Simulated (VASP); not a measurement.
**HfSiO4: single point with PBE**

HfSiO4:

```
CELL_PARAMETERS angstrom
-3.32271 3.32271 3.00722
3.32271 -3.32271 3.00722
3.32271 3.32271 -3.00722
ATOMIC_POSITIONS crystal
Hf 0.00000 0.00000 0.00000
Hf 0.75000 0.25000 0.50000
Si 0.50000 0.50000 0.00000
Si 0.25000 0.75000 0.50000
O 0.68107 0.49687 0.81580
O 0.24687 0.93107 0.31580
O 0.68107 0.86526 0.18420
O 0.61526 0.93107 0.68420
O 0.06893 0.38474 0.31580
O 0.50313 0.31893 0.18420
O 0.06893 0.75313 0.68420
O 0.13474 0.31893 0.81580
```

```yaml
Program: VASP 6.6.1
Task: single point
Functional: PBE
Potentials_or_basis: VASP PAW PBE potentials, release 64 (Hf_pv, Si, O)
Cutoff: 520 eV
k_mesh: 5 × 5 × 5
Occupations: fermi-dirac, width 0.05 eV
Spin: no spin polarisation
```

| Quantity | Value |
| --- | --- |
| Pressure | -1.6 GPa |
| Largest force | 0.184 eV/Å |
| Band gap on the k mesh | 5.26 eV (least direct gap 5.60 eV) |

Forces in eV/Å, atoms in the order of the input:
```
Hf   0.000  0.000  0.000
Hf   0.000  0.000  0.000
Si   0.000  0.000  0.000
Si   0.000  0.000  0.000
O   -0.127  0.000  0.134
O    0.000 -0.127  0.134
O    0.127  0.000  0.134
O    0.000  0.127  0.134
O   -0.127  0.000 -0.134
O    0.000  0.127 -0.134
O    0.127  0.000 -0.134
O    0.000 -0.127 -0.134
```

Stress tensor (GPa, compression positive):
```
-1.71  0.00  0.00
 0.00 -1.71  0.00
 0.00  0.00 -1.39
```

Levels at points of the mesh, in eV from the valence-band top:
```
           k point  band 35  band 36  band 37  band 38  band 39  band 40  band 41  band 42
(0.00, 0.00, 0.00)    -0.60    -0.60    -0.53     0.00     5.60     5.91     5.96     6.04
```

It took 4.5 min on 1 thread of Intel Xeon 8259CL (shared host), peak memory 0.31 GiB.

Caveat: spin-orbit coupling is left out, which moves the levels of the heavy elements. A k mesh can miss the band edges.
